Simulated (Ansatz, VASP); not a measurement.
# FeSi in VASP and in Ansatz

INCAR

```
SYSTEM = FeSi
PREC     = Accurate       ! precision mode
ENCUT    = 600            ! plane-wave cutoff, eV
EDIFF    = 1E-6           ! SCF threshold, eV
ISMEAR   = 0              ! smearing method
SIGMA    = 0.1            ! smearing width, eV
LREAL    = .FALSE.        ! projectors in reciprocal space
LASPH    = .TRUE.         ! aspherical terms in the spheres
NELM     = 150            ! most SCF steps
ALGO     = Normal         ! electronic algorithm
ISIF     = 3              ! what is computed and relaxed
LWAVE    = .FALSE.        ! write WAVECAR
LCHARG   = .FALSE.        ! write CHGCAR
ISPIN    = 2              ! spin polarisation
MAGMOM   = 2.03 2.03 0 0  ! initial moments
LORBIT   = 11             ! projections on sites
LMAXMIX  = 4              ! l up to which the mixer works
GGA      = PE             ! functional
IBRION   = 2              ! ionic algorithm
NSW      = 100            ! ionic steps
EDIFFG   = -0.01          ! ionic threshold
```

File KPOINTS:

```
Automatic mesh
0
G
  14 14 14
  0 0 0
```

The input POSCAR:

```
FeSi
1.0
    0.0000000000      2.8664203609      2.8664203609
    2.8664203609      0.0000000000      2.8664203609
    2.8664203609      2.8664203609      0.0000000000
Fe Si
2 2
Direct
    0.2500000000      0.2500000000      0.2500000000
    0.0000000000      0.0000000000      0.0000000000
    0.7500000000      0.7500000000      0.7500000000
    0.5000000000      0.5000000000      0.5000000000
```

Input for Ansatz:

```yaml
crystal:
  lattice:
    - [0.0, 2.8664203609, 2.8664203609]
    - [2.8664203609, 0.0, 2.8664203609]
    - [2.8664203609, 2.8664203609, 0.0]
  atoms:
    - { symbol: Fe, position: [0.25, 0.25, 0.25], spin: 2.03 }
    - { symbol: Fe, position: [0.0, 0.0, 0.0], spin: 2.03 }
    - { symbol: Si, position: [0.75, 0.75, 0.75] }
    - { symbol: Si, position: [0.5, 0.5, 0.5] }
basis:
  ecutwfc: 420
kpoints:
  mp_grid: { grid: [14, 14, 14] }
hamiltonian:
  xc: pbe
scf:
  occupations: { method: gaussian, width: 0.1 }
output:
  forces: true
  stress: true
  eigenvalues: true
  populations: true
  write_density: true
  write_potential: true
  elf: true
  volumetric_format: npy
magnetization:
  spin_polarized: true
relax:
  adjacent_minimum: "off"
  f_tol: 0.01
  max_steps: 80
  cell: { stress_tol: 0.05 }
```

Alike in both runs: task relaxation of cell and atoms; functional PBE; k mesh 14 × 14 × 14; occupations gaussian, width 0.1 eV; collinear spin.

|  | VASP | Ansatz |
| --- | --- | --- |
| version | VASP 6.6.1 | Ansatz 0.2.0 |
| potentials or method | VASP PAW PBE potentials, release 64 (Fe, Si), cutoff 600 eV | scalar-relativistic, plane waves, PAW |
| valence electrons in the cell | 24 | 40 |

Ansatz gave:

| Item | Value |
| --- | --- |
| gap on the k mesh at the Fermi level, each at its own relaxed structure (eV) | none |
| net moment per atom (μB) | 0.89 |
| size of the moment on the site where the two differ most (μB) | 0.04 |
| relaxed volume (Å³/atom) | 11.79 |
| relaxed cell length with the largest relative difference (Å) | 4.056 |

Which values does VASP return?

gap on the k mesh at the Fermi level, each at its own relaxed structure (eV): none; net moment per atom (μB): 0.88; size of the moment on the site where the two differ most (μB): 0.01; relaxed volume (Å³/atom): 11.78; relaxed cell length with the largest relative difference (Å): 4.054.

Site moments also hang on the region over which each program counts them. A gap of «none» marks a metal or a gap that the smearing closes. VASP's potentials hold 24 valence electrons a cell and Ansatz's 40, so a difference there can come from the potentials and not from the codes.

Noted on VASP's run: the relaxation stopped at its first step, so nothing moved.
